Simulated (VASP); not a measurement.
Write the native input for VASP 6.6.1 that does the following.

| Item | Value |
| --- | --- |
| Task | single point |
| Functional | LDA |
| Potentials or basis | VASP PAW LDA potentials, release 64 (Zn) |
| Cutoff | 500 eV |
| k mesh | 18 × 18 × 10 |
| Occupations | gaussian, width 0.1 eV |
| Spin | no spin polarisation |
| Dipole correction | no |
| Further INCAR settings | ALGO = Normal; EDIFF = 1e-06; NBANDS = 19 |

The structure of Zn lies in POSCAR:

```
Zn
1.0
    2.5513234093      0.0000000000      0.0000000000
   -1.2756617047      2.2095108857      0.0000000000
    0.0000000000      0.0000000000      4.8514874475
Zn
2
Direct
    0.3333333333      0.6666666667      0.2500000000
    0.6666666667      0.3333333333      0.7500000000
```

The input as run:

INCAR

```
SYSTEM = Zn
PREC = Accurate
ENCUT = 500
EDIFF = 1E-6
ISMEAR = 0
SIGMA = 0.1
LREAL = .False.
LASPH = .True.
NELM = 120
ALGO = Normal
ISIF = 2
LWAVE = .False.
LCHARG = .True.
GGA = CA
LELF = .True.
LVHAR = .True.
NBANDS = 19
GGA_COMPAT = .False.
```

KPOINTS

```
regular mesh
0
Gamma
  18 18 10
  0 0 0
```

Potentials or basis: VASP PAW LDA potentials, release 64 (Zn).

Command:

```bash
$ cat potpaw_LDA.64/Zn/POTCAR > POTCAR
$ mpirun -np 1 vasp_std > vasp.out
```

It gave:

```yaml
Pressure: 0.7 GPa
Band_gap_on_the_k_mesh: zero (band 12 reaches 5.48 eV, above the bottom of band 13 at 0.40 eV)
```

Wall time 2.5 min on 1 thread of Intel Xeon 8259CL, with other jobs on the host, peak memory 0.2 GiB.
